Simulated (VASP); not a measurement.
Here is a VASP 6.6.1 calculation.

The input INCAR:

```
PREC = Accurate ; ENCUT = 350
EDIFF = 1E-5 ; ISMEAR = 0
SIGMA = 0.03 ; LREAL = Auto
LASPH = T ; NELM = 120
ALGO = Normal ; ISIF = 2
LWAVE = F ; LCHARG = F
ISPIN = 2 ; MAGMOM = 1 0 0 0 0 0 0 0 0 0 0 0 0 0 0 0 0 0 0 0 0 0 0 0
LORBIT = 11 ; NUPDOWN = 1
LMAXMIX = 4 ; GGA = PS
NBANDS = 128 ; NELECT = 213.0
ISYM = 0 ; KPAR = 2
```

Contents of KPOINTS:

```
regular mesh
0
Gamma
  2 2 2
```

Contents of POSCAR:

```
Ga11CoAs12                              
1.0
    0.0000000000      8.4805500000      8.4805500000
    5.6537000000      0.0000000000      5.6537000000
    5.6537000000      5.6537000000      0.0000000000
  Co              Ga              As            
     1    11    12
Direct
     0.0066925719835698    0.9937141185467731    0.9894075178121383
     0.0036149405823148    0.0067941455452569    0.4913116812925748
     0.0033673344709242    0.4960509051048852    0.0021427881071661
     0.0017799837581386    0.5010082665105793    0.4973441884264218
     0.3276748809062568    0.0058569081989590    0.0042469272995551
     0.3315651927990914    0.0029943060310894    0.4994590477142880
     0.3311341884067474    0.5006650630222826    0.0029131517956047
     0.3334153385035082    0.5004059489380128    0.4997878979066767
     0.6699969801383097    0.0057813565070796    0.0007096137014078
     0.6680206982003589    0.0045122537087470    0.4914820337227830
     0.6675722548175600    0.4945829207286274    0.0024512684305043
     0.6691179676252647    0.5009885932809828    0.4966091682727207
     0.0789957097931353    0.1211250389899975    0.1162352325616507
     0.0823352455479382    0.1255061397210186    0.6312194500384299
     0.0819289515241650    0.6350907659257327    0.1218327337501722
     0.0829839880786138    0.6288130416631634    0.6244662737167826
     0.4195627174620056    0.1246961481494373    0.1234522585659485
     0.4169722282742185    0.1246590307471648    0.6269219319906323
     0.4166092128854977    0.6283930309063548    0.1240086011379191
     0.4178141351967082    0.6253785724193148    0.6249934720285656
     0.7650135614896847    0.1207327416144646    0.1173605554850609
     0.7520679879726129    0.1250093059385999    0.6231419800877798
     0.7517734121089140    0.6279857925880502    0.1206706644783203
     0.7509015174744506    0.6267756052134359    0.6244545616769117
```

Potentials or basis: VASP PAW PBE potentials, release 64 (Co, Ga_d, As).

Command:

```bash
$ cat potpaw_PBE.64/Co/POTCAR potpaw_PBE.64/Ga_d/POTCAR potpaw_PBE.64/As/POTCAR > POTCAR
$ mpirun -np 4 vasp_std > vasp.out
```

Q: Predict the largest force.

A: 0.931 eV/Å.

Forces in eV/Å, atoms in the order of the input:
```
Co   0.285  0.126  0.105
Ga   0.035  0.057 -0.121
Ga   0.040 -0.119  0.049
Ga   0.062  0.012  0.014
Ga  -0.146  0.049  0.050
Ga  -0.010  0.044  0.014
Ga  -0.024  0.001  0.046
Ga   0.028 -0.007  0.003
Ga  -0.115 -0.008 -0.026
Ga   0.054  0.096 -0.037
Ga   0.042 -0.047  0.102
Ga   0.023 -0.001 -0.011
As  -0.604 -0.489 -0.512
As   0.373  0.502 -0.547
As   0.386 -0.538  0.517
As   0.003  0.014  0.012
As   0.032  0.000  0.013
As  -0.016 -0.037  0.001
As  -0.009 -0.006 -0.030
As   0.035 -0.013 -0.001
As  -0.478  0.353  0.349
As  -0.006  0.000  0.012
As   0.000  0.022  0.002
As   0.010 -0.014 -0.006
```

Caveat: the k points lie up to 0.48 Å⁻¹ apart; the PAW data sets were made with another functional, which shifts forces and pressure a little; the total moment is fixed, so each spin has its own Fermi level.
